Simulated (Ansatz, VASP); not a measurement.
# Two plane-wave programs on CdS

The input POSCAR:

```
CdS
1.0
    0.0000000000      2.8581700000      3.0367555185
    2.8581700000      0.0000000000      3.0367555185
    2.8581700000      2.8581700000      0.0000000000
Cd S
1 1
Direct
    0.0000000000      0.0000000000      0.0000000000
    0.2500000000      0.2500000000      0.2500000000
```

INCAR.step1

```
SYSTEM = CdS
ALGO = Normal ; EDIFF = 1E-4
ENCUT = 520 ; GGA = PE
ISMEAR = -1 ; LASPH = .True.
LCHARG = .False. ; LREAL = .False.
LWAVE = .True. ; NBANDS = 16
NELM = 60 ; PREC = Accurate
SIGMA = 0.02
```

INCAR.step2

```
SYSTEM = CdS
ALGO = Normal ; EDIFF = 1E-6
ENCUT = 520 ; ISIF = 2
ISMEAR = -1 ; ISTART = 1
LASPH = .True. ; LCHARG = .False.
LMIXTAU = .True. ; LREAL = .False.
LWAVE = .False. ; METAGGA = R2SCAN
NBANDS = 16 ; NELM = 60
PREC = Accurate ; SIGMA = 0.02
```

File KPOINTS:

```
k-points
0
Gamma
  6 6 6
  0 0 0
```

Input for Ansatz:

```yaml
crystal:
  lattice:
    - [0.0, 2.85817, 3.0367555185339445]
    - [2.85817, 0.0, 3.0367555185339445]
    - [2.85817, 2.85817, 0.0]
  atoms:
    - { symbol: Cd, position: [0.0, 0.0, 0.0] }
    - { symbol: S, position: [0.25, 0.25, 0.25] }
basis:
  ecutwfc: 550.0
kpoints:
  mp_grid:
    grid: [6, 6, 6]
hamiltonian:
  xc: r2scan
  pseudopotentials:
    kind: paw
scf:
  occupations:
    method: fermi_dirac
    width: 0.02
output:
  stress: true
```

Alike in both runs: task single point; functional r2SCAN; k mesh 6 × 6 × 6; occupations fermi-dirac, width 0.02 eV; no spin polarisation.

|  | VASP | Ansatz |
| --- | --- | --- |
| version | VASP 6.6.1 | Ansatz 0.2.0 |
| potentials or method | VASP PAW PBE potentials, release 64 (Cd, S), cutoff 520 eV | plane waves, PAW |
| valence electrons in the cell | 18 | 26 |

```tsv
	VASP	Ansatz	Ansatz less VASP
pressure (GPa)	1.7	1.4	-0.34
traceless stress, the component that is largest in VASP (GPa)	-0.80	-0.81	-0.014
```

VASP's potentials were made for PBE, not for r2SCAN. With one functional, cell and mesh, what is left measures potentials, basis and numerics. VASP's potentials hold 18 valence electrons a cell and Ansatz's 26, so a difference there can come from the potentials and not from the codes.
